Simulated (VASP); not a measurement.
Runs of VASP 6.6.1 on SiO2 (Stishovite). The structure is that of space group P4_2/mnm (No. 136), or close to it. The cells are those of the table. 

```tsv
task	cell	cutoff (eV)	smearing	gap on the mesh (eV)	pressure (GPa)	relaxed volume (Å³/atom)	largest force (eV/Å)
single point	a = 4.234, b = 4.234, c = 2.692 Å, 6 atoms	520	gaussian 0.1 eV	5.04	0.3	-	0.05
single point	a = 4.236, b = 4.236, c = 2.691 Å, 6 atoms	520	gaussian 0.02 eV	(a)	0.1	-	0.02
relaxation of cell and atoms	relaxed from a = 4.177, b = 4.177, c = 2.665 Å, 6 atoms	600	gaussian 0.1 eV	5.04	0.2	8.03	0.02
relaxation of cell and atoms	relaxed from a = 4.234, b = 4.234, c = 2.692 Å, 6 atoms	600	gaussian 0.02 eV	5.04	0.0	8.03	-
relaxation of shape and atoms at fixed volume	relaxed from a = 4.402, b = 4.402, c = 2.741 Å, 6 atoms	600	gaussian 0.02 eV	(b)	-18.1	-	-
relaxation of shape and atoms at fixed volume	relaxed from a = 4.278, b = 4.278, c = 2.717 Å, 6 atoms	600	gaussian 0.02 eV	4.61	-7.4	-	0.01
relaxation of shape and atoms at fixed volume	relaxed from a = 4.332, b = 4.332, c = 2.727 Å, 6 atoms	600	gaussian 0.02 eV	4.26	-12.9	-	-
```

Alike in all rows: level PBE; potentials or basis VASP PAW PBE potentials, release 64 (Si, O); no spin polarisation; k mesh 6 × 6 × 8.

Problem. Estimate the missing entries.

Solution. (a) 5.02; (b) 3.91.

Caveats: the relaxation stopped at a loose force limit of 0.05 eV/Å, so its end isn't a converged minimum (some runs).

A k mesh can miss the band edges.
